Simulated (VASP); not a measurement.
# GaP (F-43m) in VASP: a series of runs

The runs below take GaP through single point, with r2SCAN.

All numbers are computed with VASP 6.6.1; they aren't measurements. Logs are shortened: lines on timing, memory, paths and dates and some standing lists are left out, and cuts for length are marked.

### Step 1. The cell of the first run

The structure is cubic, space group F-43m (No. 216). Conventional cell: a = 5.223 Å, b = 5.223 Å, c = 5.223 Å, α = 90.00°, β = 90.00°, γ = 90.00°. Ga (site symmetry -43m) has 4 P at 2.26 Å within 3.0 Å. P (site symmetry -43m) has 4 Ga at 2.26 Å within 3.0 Å.

### Step 2. Single point, r2SCAN

Input file POSCAR:

```
GaP
1.0
    0.0000000000      2.6115633931      2.6115633931
    2.6115633931      0.0000000000      2.6115633931
    2.6115633931      2.6115633931      0.0000000000
Ga P
1 1
Direct
    0.0000000000      0.0000000000      0.0000000000
    0.2500000000      0.2500000000      0.2500000000
```

Input file INCAR.step1:

```
PREC     = Accurate       # precision mode
ENCUT    = 520            # plane-wave cutoff, eV
ISMEAR   = -1             # smearing method
SIGMA    = 0.1            # smearing width, eV
LREAL    = F              # projectors in reciprocal space
LASPH    = T              # aspherical terms in the spheres
NELM     = 100            # most SCF steps
NBANDS   = 16             # bands
GGA      = PE             # functional
ALGO     = Normal         # electronic algorithm
EDIFF    = 1E-4           # SCF threshold, eV
LWAVE    = T              # write WAVECAR
LCHARG   = F              # write CHGCAR
```

Input file INCAR.step2:

```
PREC     = Accurate       # precision mode
ENCUT    = 520            # plane-wave cutoff, eV
EDIFF    = 1E-7           # SCF threshold, eV
ISMEAR   = -1             # smearing method
SIGMA    = 0.1            # smearing width, eV
LREAL    = F              # projectors in reciprocal space
LASPH    = T              # aspherical terms in the spheres
NELM     = 100            # most SCF steps
ALGO     = Normal         # electronic algorithm
ISIF     = 2              # what is computed and relaxed
LWAVE    = F              # write WAVECAR
LCHARG   = F              # write CHGCAR
METAGGA  = R2SCAN         # meta-GGA
LMIXTAU  = T            
NBANDS   = 16             # bands
ISTART   = 1
```

Input file KPOINTS:

```
regular mesh
0
Gamma
  6 6 6
```

Potentials or basis: VASP PAW PBE potentials, release 64 (Ga_d, P).

Command:

```bash
$ cat potpaw_PBE.64/Ga_d/POTCAR potpaw_PBE.64/P/POTCAR > POTCAR
$ cp INCAR.step1 INCAR
$ mpirun -np 1 vasp_std > vasp.out
$ cp INCAR.step2 INCAR
$ mpirun -np 1 vasp_std > vasp.out
```

OUTCAR:

```text
PREC = Accurate
   ENCUT = 520
   EDIFF = 1E-7
   ISMEAR = -1
   LREAL = F
   LASPH = T
   NELM = 100
   ISIF = 2
   METAGGA = R2SCAN
   ISTART = 1

 ion  position               nearest neighbor table
   1  0.000  0.000  0.000-   2 2.26   2 2.26   2 2.26   2 2.26
   2  0.250  0.250  0.250-   1 2.26   1 2.26   1 2.26   1 2.26

  LATTYP: Found a face centered cubic cell.
 ALAT       =     5.2231267862

  Lattice vectors:

 A1 = (   0.0000000000,   2.6115633931,   2.6115633931)
 A2 = (   2.6115633931,   0.0000000000,   2.6115633931)
 A3 = (   2.6115633931,   2.6115633931,   0.0000000000)

Analysis of symmetry for initial positions (statically):
=====================================================================
 Subroutine PRICEL returns:
 Original cell was already a primitive cell.

 Routine SETGRP: Setting up the symmetry group for a
 face centered cubic supercell.

 Subroutine GETGRP returns: Found 24 space group operations
 (whereof 24 operations were pure point group operations)
 out of a pool of 48 trial point group operations.

The static configuration has the point symmetry T_d .

Analysis of symmetry for dynamics (positions and initial velocities):
=====================================================================
 Subroutine PRICEL returns:
 Original cell was already a primitive cell.

 Routine SETGRP: Setting up the symmetry group for a
 face centered cubic supercell.

 Subroutine GETGRP returns: Found 24 space group operations
 (whereof 24 operations were pure point group operations)
 out of a pool of 48 trial point group operations.

The dynamic configuration has the point symmetry T_d .

 Subroutine INISYM returns: Found 24 space group operations
 (whereof 24 operations are pure point group operations),
 and found     1 'primitive' translations

----------------------------------------------------------------------------------------

                                     Primitive cell

  volume of cell :      35.6231

  direct lattice vectors                    reciprocal lattice vectors
     0.000000000  2.611563393  2.611563393    -0.191456199  0.191456199  0.191456199
     2.611563393  0.000000000  2.611563393     0.191456199 -0.191456199  0.191456199
     2.611563393  2.611563393  0.000000000     0.191456199  0.191456199 -0.191456199

  length of vectors
     3.693308370  3.693308370  3.693308370     0.331611864  0.331611864  0.331611864

  position of ions in fractional coordinates (direct lattice)
[... 68 lines left out ...]
   ENCUT  =  520.0 eV  38.22 Ry    6.18 a.u.   6.87  6.87  6.87*2*pi/ulx,y,z
   NELM   =    100;   NELMIN=  2; NELMDL=  0     # of ELM steps
   EDIFF  = 0.1E-06   stopping-criterion for ELM
   LREAL  =      F    real-space projection
   EDIFFG = 0.1E-05   stopping-criterion for IOM
   NSW    =      0    number of steps for IOM
   IBRION =     -1    ionic relax: 0-MD 1-quasi-New 2-CG
   NFREE  =      0    steps in history (QN), initial steepest desc. (CG)
   ISIF   =      2    stress and relaxation
   ISYM   =      2    0-nonsym 1-usesym 2-fastsym
   POTIM  = 0.5000    time-step for ionic-motion
   TEBEG  =    0.0;   TEEND  =   0.0 temperature during run
   PSTRESS=    0.0 pullay stress
   NELECT =      18.0000    total number of electrons
   NUPDOWN=      -1.0000    fix difference up-down
   EMIN   =  10.00;   EMAX   =-10.00  energy-range for DOS
   EFERMI =   0.00;   METHOD = LEGACY
   ISMEAR =    -1;   SIGMA  =   0.10  broadening in eV -4-tet -1-fermi 0-gaus
   EFERMI_NEDOS =   21; number of points for ismear=-14 and -15
   IALGO  =     38    algorithm
   IMIX   =      4    mixing-type and parameters
     AMIX     =   0.40;   BMIX     =  1.00
     AMIX_MAG =   1.60;   BMIX_MAG =  1.00
  volume/ion in A,a.u.               =      17.81       120.20
  Fermi-wavevector in a.u.,A,eV,Ry     =   1.303932  2.464075 23.133168  1.700240
  Thomas-Fermi vector in A             =   2.434902
   LORBIT       =      0    0 simple, 1 ext, 2 COOP (PROOUT), +10 PAW based schemes
   METAGGA = R2SCAN    functional components
   LHFCALC =     F    Hartree Fock is set to
   AEXX    =    0.0000 exact exchange contribution
   IVDW    =     0    specifies the selected vdW correction
   LEPSILON=     F    determine dielectric tensor
   LRPA    =     F    only Hartree local field effects (RPA)
 non-spin polarized calculation
  energy-cutoff  :      520.00
  volume of cell :       35.62
 maximum number of plane-waves:       982
   NGX = 13   NGY = 13   NGZ = 13

 number of electron      18.0000014 magnetization

 Free energy of the ion-electron system (eV)
  ---------------------------------------------------
  ext. energy  EPLUGINS =         0.00000000
  ---------------------------------------------------
  free energy    TOTEN  =       -21.24822492 eV

  energy without entropy =      -21.24820474  energy(sigma->0) =      -21.24821483

 E-fermi :   6.6742     XC(G=0): -11.1870

 val. band max:        5.8817023601   @ k =   0.0000   0.0000   0.0000
 cond. band min:       7.4942475296   @ k =   0.5000   0.5000   0.0000
 fundamental gap:      1.6125451696
 Fermi energy:         6.6742406268

 k-point     1 :       0.0000    0.0000    0.0000
  band No.  band energies     occupation
      1      -9.3994      2.00000
      2      -9.3994      2.00000
      3      -9.3994      2.00000
      4      -9.2373      2.00000
      5      -9.2373      2.00000
      6      -8.2182      2.00000
[... 281 lines left out ...]
      3      -9.3043      2.00000
      4      -9.2727      2.00000
      5      -9.2162      2.00000
      6      -4.3489      2.00000
[... 8 lines left out ...]
     15      19.4471      0.00000
     16      21.1844      0.00000

------------------------ aborting loop because EDIFF is reached ----------------------------------------

  FORCE on cell =-STRESS in cart. coord.  units (eV):
  Direction    XX          YY          ZZ          XY          YZ          ZX
  --------------------------------------------------------------------------------------
  -------------------------------------------------------------------------------------
  Total        3.3203796      3.3203796      3.3203796     -0.0000000      0.0000000      0.0000000
  in kB      149.3367213    149.3367213    149.3367213     -0.0000000      0.0000000      0.0000000
  external PRESSURE =     149.3367213 kB  Pullay stress =       0.0000000 kB

 VOLUME and BASIS-vectors are now :
 -----------------------------------------------------------------------------
  energy-cutoff  :      520.00
  volume of cell :       35.62
      direct lattice vectors                 reciprocal lattice vectors
     0.000000000  2.611563393  2.611563393    -0.191456199  0.191456199  0.191456199
     2.611563393  0.000000000  2.611563393     0.191456199 -0.191456199  0.191456199
     2.611563393  2.611563393  0.000000000     0.191456199  0.191456199 -0.191456199

 POSITION                                       TOTAL-FORCE (eV/Angst)
 -----------------------------------------------------------------------------------
      0.00000      0.00000      0.00000        -0.000000     -0.000000     -0.000000
      1.30578      1.30578      1.30578         0.000000      0.000000      0.000000
 -----------------------------------------------------------------------------------
    total drift:                                0.000013      0.000013      0.000013

  FREE ENERGIE OF THE ION-ELECTRON SYSTEM (eV)
  ---------------------------------------------------
  free  energy   TOTEN  =       -21.2482249230 eV

  energy  without entropy=      -21.2482047416  energy(sigma->0) =      -21.24821483
```

OUTCAR.step1:

```text
PREC = Accurate
   ENCUT = 520
   ISMEAR = -1
   LREAL = F
   LASPH = T
   NELM = 100
[... 511 lines left out ...]
 -----------------------------------------------------------------------------------
      0.00000      0.00000      0.00000        -0.000000     -0.000000     -0.000000
      1.30578      1.30578      1.30578         0.000000      0.000000      0.000000
 -----------------------------------------------------------------------------------
    total drift:                                0.000003      0.000003      0.000003

  FREE ENERGIE OF THE ION-ELECTRON SYSTEM (eV)
  ---------------------------------------------------
  free  energy   TOTEN  =        -8.8264921921 eV

  energy  without entropy=       -8.8264251556  energy(sigma->0) =       -8.82645867
```

Wall time 42 s (1 thread of Intel Xeon Platinum 8375C at 2.90GHz (Ice Lake), shared host); peak memory 0.16 GiB.

Results:

* Free energy: -21.2482 eV
* Pressure: 14.9 GPa
* Band gap on the k mesh: 1.61 eV, indirect (least direct gap 3.49 eV)

Caveat: the PAW data sets were made with another functional, which shifts forces and pressure a little.

### Step 3. Single point, r2SCAN

This run uses another cell than the first one, of 18.62 Å³/atom, 1.045 times its volume.

Input file POSCAR:

```
GaP
1.0
    0.0000000000      2.6505476987      2.6505476987
    2.6505476987      0.0000000000      2.6505476987
    2.6505476987      2.6505476987      0.0000000000
Ga P
1 1
Direct
    0.0000000000      0.0000000000      0.0000000000
    0.2500000000      0.2500000000      0.2500000000
```

Input file INCAR.step1:

```
PREC     = Accurate       # precision mode
ENCUT    = 520            # plane-wave cutoff, eV
ISMEAR   = -1             # smearing method
SIGMA    = 0.1            # smearing width, eV
LREAL    = False          # projectors in reciprocal space
LASPH    = True           # aspherical terms in the spheres
NELM     = 80             # most SCF steps
NBANDS   = 16             # bands
GGA      = PE             # functional
ALGO     = Normal         # electronic algorithm
EDIFF    = 1E-4           # SCF threshold, eV
LWAVE    = True           # write WAVECAR
LCHARG   = False          # write CHGCAR
```

Input file INCAR.step2:

```
PREC     = Accurate       # precision mode
ENCUT    = 520            # plane-wave cutoff, eV
EDIFF    = 1E-6           # SCF threshold, eV
ISMEAR   = -1             # smearing method
SIGMA    = 0.1            # smearing width, eV
LREAL    = False          # projectors in reciprocal space
LASPH    = True           # aspherical terms in the spheres
NELM     = 80             # most SCF steps
ALGO     = Normal         # electronic algorithm
ISIF     = 2              # what is computed and relaxed
LWAVE    = False          # write WAVECAR
LCHARG   = False          # write CHGCAR
METAGGA  = R2SCAN         # meta-GGA
LMIXTAU  = True         
NBANDS   = 16             # bands
ISTART   = 1
```

Input file KPOINTS:

```
Automatic mesh
0
Gamma
  6 6 6
```

Potentials or basis: VASP PAW PBE potentials, release 64 (Ga_d, P).

Command:

```bash
$ cat potpaw_PBE.64/Ga_d/POTCAR potpaw_PBE.64/P/POTCAR > POTCAR
$ cp INCAR.step1 INCAR
$ mpirun -np 1 vasp_std > vasp.out
$ cp INCAR.step2 INCAR
$ mpirun -np 1 vasp_std > vasp.out
```

Wall time 36 s (1 thread of Intel Xeon Platinum 8375C at 2.90GHz (Ice Lake), shared host); peak memory 0.16 GiB.

The run converged. Its results:

```
Free energy            : -21.3674 eV
Pressure               : 8.9 GPa
Band gap on the k mesh : 1.72 eV, indirect (least direct gap 3.09 eV)
```

Levels at points of the mesh, in eV from the valence-band top:
| k point | band 6 | band 7 | band 8 | band 9 | band 10 | band 11 | band 12 | band 13 |
| --- | --- | --- | --- | --- | --- | --- | --- | --- |
| (0.00, 0.00, 0.00) | -13.71 | 0.00 | 0.00 | 0.00 | 3.09 | 4.15 | 4.15 | 4.15 |
| (0.50, 0.00, 0.00) | -11.24 | -7.37 | -1.30 | -1.30 | 2.31 | 5.01 | 5.01 | 8.99 |
| (0.50, 0.50, 0.00) | -10.19 | -7.39 | -3.12 | -3.12 | 1.72 | 2.00 | 12.00 | 12.00 |

Caveat: the PAW data sets were made with another functional, which shifts forces and pressure a little.
